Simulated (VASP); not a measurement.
A run of VASP 6.6.1 is set up as follows.

Contents of INCAR:

```
SYSTEM = SiC
PREC = Accurate
ENCUT = 520
EDIFF = 1E-7
ISMEAR = 0
SIGMA = 0.02
LREAL = .False.
LASPH = .True.
NELM = 100
ALGO = Normal
ISIF = 2
LWAVE = .False.
LCHARG = .True.
GGA = PE
LELF = .True.
LVHAR = .True.
NBANDS = 21
```

The input KPOINTS:

```
Automatic mesh
0
Gamma
  6 6 10
  0 0 0
```

Contents of POSCAR:

```
SiC
1.0
    4.9139411842      0.0000000000      0.0000000000
   -2.4569705921      4.2555978982      0.0000000000
    0.0000000000      0.0000000000      2.9952126677
Si C
3 3
Direct
    0.6147602161      0.0000000000      0.6666666667
    0.0000000000      0.6147602161      0.3333333333
    0.3852397839      0.3852397839      0.0000000000
    0.3722391761      0.0000000000      0.1666666667
    0.0000000000      0.3722391761      0.8333333333
    0.6277608239      0.6277608239      0.5000000000
```

Potentials or basis: VASP PAW PBE potentials, release 64 (Si, C).

The run is started by

```sh
$ cat potpaw_PBE.64/Si/POTCAR potpaw_PBE.64/C/POTCAR > POTCAR
$ mpirun -np 1 vasp_std > vasp.out
```

What does it give for the largest force?

0.005 eV/Å.

Estimate the pressure.

0.0 GPa.

Estimate the band gap on the k mesh.

1.21 eV, indirect (least direct gap 2.98 eV).

Stress tensor (GPa, compression positive):
```
-0.03  0.00  0.00
 0.00 -0.03  0.00
 0.00  0.00  0.08
```

A k mesh can miss the band edges. Expect the measured gap to be larger: semilocal functionals such as PBE lack the derivative discontinuity.
